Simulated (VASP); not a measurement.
The system is CuI.

```
CELL_PARAMETERS angstrom
0.00000 3.03945 3.03945
3.03945 0.00000 3.03945
3.03945 3.03945 0.00000
ATOMIC_POSITIONS crystal
Cu 0.25000 0.25000 0.25000
I 0.00000 0.00000 0.00000
```

```yaml
Program: VASP 6.6.1
Task: relaxation of cell and atoms
Functional: LDA
Potentials_or_basis: VASP PAW LDA potentials, release 64 (Cu, I)
Cutoff: 600 eV
k_mesh: 6 × 6 × 6
Occupations: fermi-dirac, width 0.02 eV
Spin: no spin polarisation
```

At the start: pressure -4.5 GPa; volume 28.08 Å³/atom.

Q: Where does the relaxation end?

A: Over 15 steps the energy falls by 45.0 meV/atom and the volume is 25.24 Å³/atom (-10.1 %); space group F-43m (No. 216, to 0.1 Å) before and after.

The path:
```tsv
step	energy change (eV)	largest force (eV/Å)	pressure (GPa)	volume (Å³)
1	0.0000	0.0000	-4.54	56.16
2	-0.0890	0.0000	0.63	49.94
3	-0.0900	0.0000	0.04	50.47
4	-0.0900	0.0000	-0.11	50.58
5	-0.0900	0.0000	-0.11	50.58
6	-0.0900	0.0000	-0.10	50.57
7	-0.0900	0.0000	-0.08	50.57
8	-0.0900	0.0000	-0.07	50.57
9	-0.0900	0.0000	-0.04	50.57
10	-0.0900	0.0000	-0.10	50.57
11	-0.0900	0.0000	-0.09	50.56
12	-0.0900	0.0000	-0.09	50.56
13	-0.0900	0.0000	-0.07	50.55
14	-0.0900	0.0000	-0.06	50.52
15	-0.0900	0.0000	0.00	50.48
```

Final structure:
```
Cu I
1.0
     0.00000    2.93326    2.93326
     2.93326    0.00000    2.93326
     2.93326    2.93326    0.00000
Cu I
1 1
Direct
  0.25000 0.25000 0.25000
  0.00000 0.00000 0.00000
```
